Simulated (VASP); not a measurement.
# HfB2 in VASP: a series of runs

HfB2 is run at these levels: BLYP+D4, PBEsol; tasks: relaxation of the atoms, single point.

Everything below comes from runs of VASP 6.6.1. Logs are shortened: lines on timing, memory, paths and dates and some standing lists are left out, and cuts for length are marked.

## Step 1: The cell of the first run

The typed cell holds 3 atoms: a = 3.140 Å, b = 3.140 Å, c = 3.480 Å, α = 90.00°, β = 90.00°, γ = 120.00°.

## Step 2: Relaxation of the atoms, BLYP+D4 (atoms moved at random)

File INCAR:

```
PREC = Accurate
ENCUT = 450
EDIFF = 1E-7
ISMEAR = -1
SIGMA = 0.025
LREAL = F
LASPH = T
NELM = 120
ALGO = Normal
ISIF = 2
LWAVE = F
LCHARG = F
GGA = B5
ALDAX = 1.0
AGGAX = 1.0
AGGAC = 1.0
ALDAC = 0.0
IVDW = 13
VDW_S6 = 1.0
VDW_S8 = 2.34076671
VDW_A1 = 0.44488865
VDW_A2 = 4.0933009
IBRION = 2
NSW = 60
EDIFFG = -0.01
GGA_COMPAT = F
NELMIN = 4
```

File KPOINTS:

```
Automatic mesh
0
Gamma
  10 10 8
```

File POSCAR:

```
HfB2
1.0
    3.1400000000      0.0000000000      0.0000000000
   -1.5700000000      2.7193197679      0.0000000000
    0.0000000000      0.0000000000      3.4800000000
Hf B
1 2
Direct
    0.0049420000      0.0038110000     -0.0011500000
    0.6660260000      0.3339060000      0.4948560000
    0.3271660000      0.6624430000      0.5002280000
```

Potentials or basis: VASP PAW PBE potentials, release 64 (Hf_pv, B).

Launch:

```bash
$ cat potpaw_PBE.64/Hf_pv/POTCAR potpaw_PBE.64/B/POTCAR > POTCAR
$ mpirun -np 1 vasp_std > vasp.out
```

OUTCAR:

```text
PREC = Accurate
   ENCUT = 450
   EDIFF = 1E-7
   ISMEAR = -1
   LREAL = F
   LASPH = T
   NELM = 120
   ISIF = 2
   GGA = B5
   IVDW = 13
   IBRION = 2
   NSW = 60
   EDIFFG = -0.01
   NELMIN = 4

 ion  position               nearest neighbor table
   1  0.005  0.004  0.999-   2 2.49   3 2.49   3 2.50   3 2.50   2 2.51   2 2.51   3 2.51   2 2.51
                             2 2.53   2 2.53   3 2.53   3 2.54
   2  0.666  0.334  0.495-   3 1.80   3 1.82   3 1.83   1 2.49   1 2.51   1 2.51   1 2.51   1 2.53
                             1 2.53
   3  0.327  0.662  0.500-   2 1.80   2 1.82   2 1.83   1 2.49   1 2.50   1 2.50   1 2.51   1 2.53
                             1 2.54

  LATTYP: Found a hexagonal cell.
 ALAT       =     3.1400000000
 C/A-ratio  =     1.1082802548

  Lattice vectors:

 A1 = (   3.1400000000,   0.0000000000,   0.0000000000)
 A2 = (  -1.5700000000,   2.7193197679,   0.0000000000)
 A3 = (   0.0000000000,   0.0000000000,   3.4800000000)

Analysis of symmetry for initial positions (statically):
=====================================================================
 Subroutine PRICEL returns:
 Original cell was already a primitive cell.

 Routine SETGRP: Setting up the symmetry group for a
 hexagonal supercell.

 Subroutine GETGRP returns: Found  1 space group operations
 (whereof  1 operations were pure point group operations)
 out of a pool of 24 trial point group operations.

The static configuration has the point symmetry C_1 .

Analysis of symmetry for dynamics (positions and initial velocities):
=====================================================================
 Subroutine PRICEL returns:
 Original cell was already a primitive cell.

 Routine SETGRP: Setting up the symmetry group for a
 hexagonal supercell.

 Subroutine GETGRP returns: Found  1 space group operations
 (whereof  1 operations were pure point group operations)
 out of a pool of 24 trial point group operations.

The dynamic configuration has the point symmetry C_1 .

 Subroutine INISYM returns: Found  1 space group operations
 (whereof  1 operations are pure point group operations),
 and found     1 'primitive' translations

----------------------------------------------------------------------------------------

                                     Primitive cell

  volume of cell :      29.7146

  direct lattice vectors                    reciprocal lattice vectors
     3.140000000  0.000000000  0.000000000     0.318471338  0.183869512  0.000000000
    -1.570000000  2.719319768  0.000000000     0.000000000  0.367739025  0.000000000
     0.000000000  0.000000000  3.480000000     0.000000000  0.000000000  0.287356322

  length of vectors
     3.140000000  3.140000000  3.480000000     0.367739025  0.367739025  0.287356322

  position of ions in fractional coordinates (direct lattice)
     0.004942000  0.003811000  0.998850000
     0.666026000  0.333906000  0.494856000
[... 81 lines left out ...]
   EDIFFG = -.1E-01   stopping-criterion for IOM
   NSW    =     60    number of steps for IOM
   IBRION =      2    ionic relax: 0-MD 1-quasi-New 2-CG
   NFREE  =      1    steps in history (QN), initial steepest desc. (CG)
   ISIF   =      2    stress and relaxation
   ISYM   =      2    0-nonsym 1-usesym 2-fastsym
   POTIM  = 0.5000    time-step for ionic-motion
   TEBEG  =    0.0;   TEEND  =   0.0 temperature during run
   PSTRESS=    0.0 pullay stress
   NELECT =      16.0000    total number of electrons
   NUPDOWN=      -1.0000    fix difference up-down
   EMIN   =  10.00;   EMAX   =-10.00  energy-range for DOS
   EFERMI =   0.00;   METHOD = LEGACY
   ISMEAR =    -1;   SIGMA  =   0.03  broadening in eV -4-tet -1-fermi 0-gaus
   EFERMI_NEDOS =   21; number of points for ismear=-14 and -15
   IALGO  =     38    algorithm
   IMIX   =      4    mixing-type and parameters
     AMIX     =   0.40;   BMIX     =  1.00
     AMIX_MAG =   1.60;   BMIX_MAG =  1.00
  volume/ion in A,a.u.               =       9.90        66.84
  Fermi-wavevector in a.u.,A,eV,Ry     =   1.331860  2.516850 24.134693  1.773850
  Thomas-Fermi vector in A             =   2.460838
   LORBIT       =      0    0 simple, 1 ext, 2 COOP (PROOUT), +10 PAW based schemes
   GGA     = B5    functional components
   LHFCALC =     F    Hartree Fock is set to
   AEXX    =    0.0000 exact exchange contribution
   IVDW    =    13    specifies the selected vdW correction
   LEPSILON=     F    determine dielectric tensor
   LRPA    =     F    only Hartree local field effects (RPA)
 conjugate gradient relaxation of ions
 non-spin polarized calculation
  energy-cutoff  :      450.00
  volume of cell :       29.71
 maximum number of plane-waves:       666
 NGX is ok and might be reduce to    24
   NGX = 11   NGY = 11   NGZ = 13

--------------------------------------- Ionic step        1  -------------------------------------------

 number of electron      16.0000002 magnetization

 Free energy of the ion-electron system (eV)
  ---------------------------------------------------
  ext. energy  EPLUGINS =         0.00000000
  ---------------------------------------------------
  free energy    TOTEN  =       -23.35556021 eV

  energy without entropy =      -23.35458796  energy(sigma->0) =      -23.35507409

------------------------ aborting loop because EDIFF is reached ----------------------------------------

  DFT-D4 for vdW energy calculation

  Edisp (eV):   -1.75019
[... 196 lines left out ...]
--------------------------------------- Ionic step        6  -------------------------------------------

 number of electron      16.0000001 magnetization

 Free energy of the ion-electron system (eV)
  ---------------------------------------------------
  ext. energy  EPLUGINS =         0.00000000
  ---------------------------------------------------
  free energy    TOTEN  =       -23.36170562 eV

  energy without entropy =      -23.36062358  energy(sigma->0) =      -23.36116460

 E-fermi :   8.0527     XC(G=0): -11.9463

 val. band max:        8.0318290236   @ k =  -0.4000   0.2000   0.1250
 cond. band min:       8.2988510830   @ k =   0.2000  -0.1000   0.2500
 fundamental gap:      0.2670220594
 Fermi energy:         8.0526832625

 k-point     1 :       0.0000    0.0000    0.0000
  band No.  band energies     occupation
      1     -22.5082      2.00000
      2     -22.0231      2.00000
      3     -22.0231      2.00000
      4      -5.4437      2.00000
      5       5.2300      2.00000
      6       5.2303      2.00000
      7       5.2901      2.00000
      8       5.4383      2.00000
      9      12.0850      0.00000
     10      12.0851      0.00000
     11      12.6590      0.00000
     12      12.6593      0.00000
[... 331 lines left out ...]
 k-point    24 :       0.1000    0.2000    0.0000
  band No.  band energies     occupation
      1     -22.4365      2.00000
      2     -22.4304      2.00000
      3     -22.1394      2.00000
      4      -4.0515      2.00000
      5       2.5765      2.00000
      6       4.4611      2.00000
      7       4.5991      2.00000
      8       6.5245      2.00000
      9      10.0225      0.00000
     10      10.3021      0.00000
     11      12.1532      0.00000
     12      13.2933      0.00000

 [... further k-points ...]

------------------------ aborting loop because EDIFF is reached ----------------------------------------

  DFT-D4 for vdW energy calculation

  Edisp (eV):   -1.75017
[... 26 lines left out ...]
  FREE ENERGIE OF THE ION-ELECTRON SYSTEM (eV)
  ---------------------------------------------------
  free  energy   TOTEN  =       -25.1118744228 eV

  energy  without entropy=      -25.1107923845  energy(sigma->0) =      -25.11133340

 reached required accuracy - stopping structural energy minimisation
```

OSZICAR:

```text
N       E                     dE             d eps       ncg     rms          rms(c)
DAV:   1     0.276016942869E+02    0.27602E+02   -0.77464E+03  9704   0.113E+03
DAV:   2    -0.245201539031E+02   -0.52122E+02   -0.48813E+02 11952   0.223E+02
DAV:   3    -0.261199694815E+02   -0.15998E+01   -0.15792E+01 12820   0.306E+01
[... 39 lines left out ...]
       N       E                     dE             d eps       ncg     rms          rms(c)
DAV:   1    -0.233617005148E+02   -0.15467E-04   -0.28032E-03  9736   0.509E-01    0.304E-02
DAV:   2    -0.233617064671E+02   -0.59523E-05   -0.88315E-05 12648   0.878E-02    0.101E-02
DAV:   3    -0.233617057037E+02    0.76334E-06   -0.13571E-06 11616   0.106E-02    0.361E-03
DAV:   4    -0.233617056226E+02    0.81107E-07   -0.36169E-07 11988   0.401E-03
   6 F= -.25111874E+02 E0= -.25111333E+02  d E =-.212276E-04
```

CONTCAR:

```text
HfB2
   1.00000000000000
     3.1400000000000001    0.0000000000000000    0.0000000000000000
    -1.5700000000000001    2.7193197679000001    0.0000000000000000
     0.0000000000000000    0.0000000000000000    3.4800000000000000
  Hf              B
     1     2
Direct
     0.9993633635565764    0.0000461276355863    0.9979829134030882
     0.6660576412224958    0.3333962386717272    0.4979277474716426
     0.3327129952209281    0.6667176336926874    0.4980233391252650

  0.00000000E+00  0.00000000E+00  0.00000000E+00
  0.00000000E+00  0.00000000E+00  0.00000000E+00
  0.00000000E+00  0.00000000E+00  0.00000000E+00
```

Wall time 2.3 min (1 thread of Intel Xeon 6975P-C (Granite Rapids), shared host); peak memory 0.25 GiB.

Results:

| Property | Result |
| --- | --- |
| Free energy | -25.1119 eV |
| Energy gained by relaxing | 2.0 meV/atom |
| Ionic steps | 6 |
| Pressure after relaxing | -3.2 GPa |
| Band gap on the k mesh | zero (bands 8 and 9 overlap by 0.84 eV) |
| Dispersion energy per atom | -0.583 eV |

Step by step:
| step | energy change (eV) | largest force (eV/Å) | pressure (GPa) |
| --- | --- | --- | --- |
| 1 | 0.0000 | 0.3451 | -3.10 |
| 2 | -0.0059 | 0.0546 | -3.18 |
| 3 | -0.0059 | 0.0572 | -3.18 |
| 4 | -0.0061 | 0.0225 | -3.18 |
| 5 | -0.0061 | 0.0204 | -3.18 |
| 6 | -0.0061 | 0.0019 | -3.18 |

Final structure:
```cif
data_structure
_symmetry_space_group_name_H-M 'P 1'
_symmetry_Int_Tables_number 1
_cell_length_a 3.1400
_cell_length_b 3.1400
_cell_length_c 3.4800
_cell_angle_alpha 90.000
_cell_angle_beta 90.000
_cell_angle_gamma 120.000
_cell_volume 29.71
loop_
_atom_site_label
_atom_site_type_symbol
_atom_site_fract_x
_atom_site_fract_y
_atom_site_fract_z
_atom_site_occupancy
Hf1 Hf 0.99936 0.00005 0.99798 1
B1 B 0.66606 0.33340 0.49793 1
B2 B 0.33271 0.66672 0.49802 1
```

Caveat: the cell differs from its parent crystal (atoms moved at random); the PAW data sets were made with another functional, which shifts forces and pressure a little; spin-orbit coupling is left out, which moves the levels of the heavy elements.

## Step 3: Single point, PBEsol, non-collinear spin, zero start, spin-orbit coupling

File INCAR:

```
  PREC = Accurate
  ENCUT = 520
  EDIFF = 1E-6
  ISMEAR = -1
  SIGMA = 0.05
  LREAL = False
  LASPH = True
  NELM = 150
  ALGO = Normal
  ISIF = 2
  LWAVE = False
  LCHARG = False
  LNONCOLLINEAR = True
  MAGMOM = 0 0 0 0 0 0 0 0 0
  LORBIT = 11
  LSORBIT = True
  GGA_COMPAT = False
  LORBMOM = True
  LMAXMIX = 4
  GGA = PS
  NBANDS = 29
```

KPOINTS is that of step 2.

File POSCAR:

```
HfB2
1.0
    3.1400000000      0.0000000000      0.0000000000
   -1.5700000000      2.7193197679      0.0000000000
    0.0000000000      0.0000000000      3.4800000000
Hf B
1 2
Direct
    0.0000000000      0.0000000000      0.0000000000
    0.6666666667      0.3333333333      0.5000000000
    0.3333333333      0.6666666667      0.5000000000
```

Potentials or basis: VASP PAW PBE potentials, release 64 (Hf_pv, B).

Launch:

```bash
$ cat potpaw_PBE.64/Hf_pv/POTCAR potpaw_PBE.64/B/POTCAR > POTCAR
$ mpirun -np 1 vasp_ncl > vasp.out
```

It took 97 s on 1 thread of Intel Xeon Platinum 8375C at 2.90GHz (Ice Lake), shared host; peak memory 0.26 GiB.

The run converged. Its results:

* Free energy: -28.5230 eV
* Pressure: -4.4 GPa
* Net moment: 0.00 μB per cell
* Valence electrons inside the program's atomic spheres: Hf 8.80; B 1.93

Stress tensor (GPa, compression positive):
```
-4.22  0.00  0.00
 0.00 -4.22  0.00
 0.00  0.00 -4.88
```

Moments on the atoms (μB; x, y, z):
```
Hf  0.00 0.00 0.00
B   0.00 0.00 0.00
B   0.00 0.00 0.00
```

Caveat: the cell stands under tension; the PAW data sets were made with another functional, which shifts forces and pressure a little.
